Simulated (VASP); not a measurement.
Wanted: the native input for a VASP 6.6.1 run.

- Task: single point
- Functional: r2SCAN
- Potentials or basis: VASP PAW PBE potentials, release 64 (Y_sv, C)
- Cutoff: 520 eV
- k mesh: 8 × 8 × 8
- Occupations: gaussian, width 0.1 eV
- Spin: no spin polarisation
- Dipole correction: no
- Further INCAR settings: ALGO = Normal; EDIFF = 1e-06; NBANDS = 16

The system is YC2.

```
Y C
1.0
    -1.83855    1.83855    3.09410
     1.83855   -1.83855    3.09410
     1.83855    1.83855   -3.09410
Y C
1 2
Cartesian
  0.0000 0.0000 0.0000
  0.0000 0.0000 2.4450
  0.0000 0.0000 3.7432
```

These files were run (other wordings do the same):

POSCAR

```
YC2
1.0
   -1.8385500000      1.8385500000      3.0941000000
    1.8385500000     -1.8385500000      3.0941000000
    1.8385500000      1.8385500000     -3.0941000000
Y C
1 2
Direct
    0.0000000000      0.0000000000      0.0000000000
    0.3951000000      0.3951000000      0.0000000000
    0.6049000000      0.6049000000      0.0000000000
```

INCAR.step1

```
SYSTEM = YC2
ALGO = Normal
EDIFF = 1E-4
ENCUT = 520
GGA = PE
ISMEAR = 0
LASPH = .TRUE.
LCHARG = .FALSE.
LREAL = .FALSE.
LWAVE = .TRUE.
NBANDS = 16
NELM = 100
PREC = Accurate
SIGMA = 0.1
```

INCAR.step2

```
SYSTEM = YC2
ALGO = Normal
EDIFF = 1E-6
ENCUT = 520
ISIF = 2
ISMEAR = 0
ISTART = 1
LASPH = .TRUE.
LCHARG = .FALSE.
LMIXTAU = .TRUE.
LREAL = .FALSE.
LWAVE = .FALSE.
METAGGA = R2SCAN
NBANDS = 16
NELM = 100
PREC = Accurate
SIGMA = 0.1
```

KPOINTS

```
k-points
0
G
  8 8 8
  0 0 0
```

Potentials or basis: VASP PAW PBE potentials, release 64 (Y_sv, C).

The run is started by

```bash
$ cat potpaw_PBE.64/Y_sv/POTCAR potpaw_PBE.64/C/POTCAR > POTCAR
$ cp INCAR.step1 INCAR
$ mpirun -np 1 vasp_std > vasp.out
$ cp INCAR.step2 INCAR
$ mpirun -np 1 vasp_std > vasp.out
```

Results of the run:

```
Pressure      : -0.4 GPa
Largest force : 0.130 eV/Å
```

Caveat: the PAW data sets were made with another functional, which shifts forces and pressure a little.

Run time: 3.8 min on 1 thread of Intel(R) Xeon(R) Platinum 8488C (Sapphire Rapids), with other jobs on the host, peak memory 0.21 GiB.
